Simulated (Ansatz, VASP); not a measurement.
## Al2Cu in VASP and in Ansatz

```
Al Cu
1.0
     4.12381    0.00018    0.00001
     0.00018    4.12380    0.00002
     0.00001    0.00002    2.79495
Al Cu
2 1
Cartesian
  2.0783 0.0029 1.4527
  0.0165 2.0647 1.4527
  0.0164 0.0028 0.0552
```

Alike in both runs: functional PBEsol; k mesh 6 × 6 × 8; occupations gaussian, width 0.1 eV; no spin polarisation.

Ansatz relaxed the structure, and its values are those at the end. VASP's run is a single point on that final structure, the one shown.

|  | VASP | Ansatz |
| --- | --- | --- |
| version | VASP 6.6.1 | Ansatz 0.2.0 |
| potentials or method | VASP PAW PBE potentials, release 64 (Al, Cu), cutoff 520 eV | scalar-relativistic, plane waves, PAW |
| valence electrons in the cell | 17 | 25 |

|  | VASP | Ansatz | Ansatz less VASP |
| --- | --- | --- | --- |
| gap on the k mesh at the Fermi level (eV) | none | none | - |
| pressure (GPa) | 0.2 | 0.0 | -0.17 |

VASP's potentials were made for PBE, not for PBEsol. A gap of «none» marks a metal or a gap that the smearing closes. With one functional, cell and mesh, what is left measures potentials, basis and numerics. VASP's potentials hold 17 valence electrons a cell and Ansatz's 25, so a difference there can come from the potentials and not from the codes.
